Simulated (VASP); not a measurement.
## Y: single point with PBE

Crystal: Y.

```
CELL_PARAMETERS angstrom
3.27116 0.00000 0.00000
0.00000 3.27116 0.00000
0.00000 0.00000 3.27116
ATOMIC_POSITIONS crystal
Y 0.00000 0.00000 0.00000
```

| Quantity | Value |
| --- | --- |
| Program | VASP 6.6.1 |
| Task | single point |
| Functional | PBE |
| Potentials or basis | VASP PAW PBE potentials, release 64 (Y_sv) |
| Cutoff | 520 eV |
| k mesh | 10 × 10 × 10 |
| Occupations | fermi-dirac, width 0.136057 eV |
| Spin | no spin polarisation |
| Dipole correction | no |
| Further INCAR settings | ALGO = Normal; EDIFF = 1e-06; NBANDS = 12 |

The pressure is 0.1 GPa.

Levels at points of the mesh, in eV from the Fermi level:
```csv
k point,band 4,band 5,band 6,band 7,band 8,band 9
"(0.00, 0.00, 0.00)",-22.65,-4.46,-0.59,-0.59,5.17,5.17
"(0.50, 0.00, 0.00)",-22.59,-1.76,-0.01,0.11,2.74,2.74
"(0.50, 0.50, 0.00)",-22.53,-1.79,0.14,3.28,3.28,3.50
"(0.50, 0.50, 0.50)",-23.16,-0.54,-0.54,-0.54,5.57,6.82
```

Run time: 11 s on 1 thread of Intel(R) Xeon(R) Platinum 8259CL CPU @ 2.50GHz (Skylake/Cascade Lake), with other jobs on the host, peak memory 0.16 GiB.
